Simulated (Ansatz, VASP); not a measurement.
# One calculation of Na, two programs

```
CELL_PARAMETERS angstrom
-2.19731 2.19731 2.19731
2.19731 -2.19731 2.19731
2.19731 2.19731 -2.19731
ATOMIC_POSITIONS crystal
Na 0.00000 0.00000 0.00000
```

Alike in both runs: task single point; functional revPBE; k mesh 17 × 17 × 17; occupations fermi-dirac, width 0.1 eV; no spin polarisation.

|  | VASP | Ansatz |
| --- | --- | --- |
| version | VASP 6.6.1 | Ansatz 0.2.0 |
| potentials or method | VASP PAW PBE potentials, release 64 (Na_pv), cutoff 520 eV | plane waves (420 eV) with PAW, scalar-relativistic |
| valence electrons in the cell | 7 | 9 |

```csv
,VASP,Ansatz,Ansatz less VASP
pressure (GPa),-0.4,-0.4,-0.01
```

VASP's potentials were made for PBE, not for revPBE. VASP's potentials hold 7 valence electrons a cell and Ansatz's 9, so a difference there can come from the potentials and not from the codes.
